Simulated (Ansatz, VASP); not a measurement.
One calculation of Au, two programs

INCAR

```
ALGO = Normal
EDIFF = 1E-7
ENCUT = 520
GGA = RE
ISIF = 2
ISMEAR = -1
LASPH = T
LCHARG = F
LREAL = F
LWAVE = F
NBANDS = 12
NELM = 100
PREC = Accurate
SIGMA = 0.1
```

KPOINTS

```
k-points
0
Gamma
  15 15 15
```

File POSCAR:

```
Au
1.0
   -1.6405238013      1.6405238013      1.6405238013
    1.6405238013     -1.6405238013      1.6405238013
    1.6405238013      1.6405238013     -1.6405238013
Au
1
Direct
    0.0000000000      0.0000000000      0.0000000000
```

Input for Ansatz:

```yaml
crystal:
  lattice:
    - [-1.6405238013, 1.6405238013, 1.6405238013]
    - [1.6405238013, -1.6405238013, 1.6405238013]
    - [1.6405238013, 1.6405238013, -1.6405238013]
  atoms:
    - { symbol: Au, position: [0.0, 0.0, 0.0] }
hamiltonian:
  xc: revpbe
  pseudopotentials:
    kind: paw
    azcp:
      Au: "pseudopotentials/Au.paw.azcp"
basis:
  ecutwfc: 420
  fft_grid_basis: typed
kpoints:
  mp_grid: { grid: [15, 15, 15], shift: [0, 0, 0] }
magnetization:
  spin_polarized: false
scf:
  occupations: { method: fermi_dirac, width: 0.1 }
  lower_state_search: "off"
output:
  stress: true
```

Alike in both runs: task single point; functional revPBE; k mesh 15 × 15 × 15; occupations fermi-dirac, width 0.1 eV; no spin polarisation.

```csv
,VASP,Ansatz
version,VASP 6.6.1,Ansatz 0.2.0
potentials or method,"VASP PAW PBE potentials, release 64 (Au), cutoff 520 eV","plane waves (420 eV) with PAW, scalar-relativistic"
valence electrons in the cell,11,19
```

VASP gave:

* pressure (GPa): 5.8

Task: Estimate Ansatz's values.

Result: Pressure (GPa): 6.0.

VASP's potentials were made for PBE, not for revPBE. With one functional, cell and mesh, what is left measures potentials, basis and numerics. VASP's potentials hold 11 valence electrons a cell and Ansatz's 19, so a difference there can come from the potentials and not from the codes.

Neither program's run includes spin-orbit coupling.
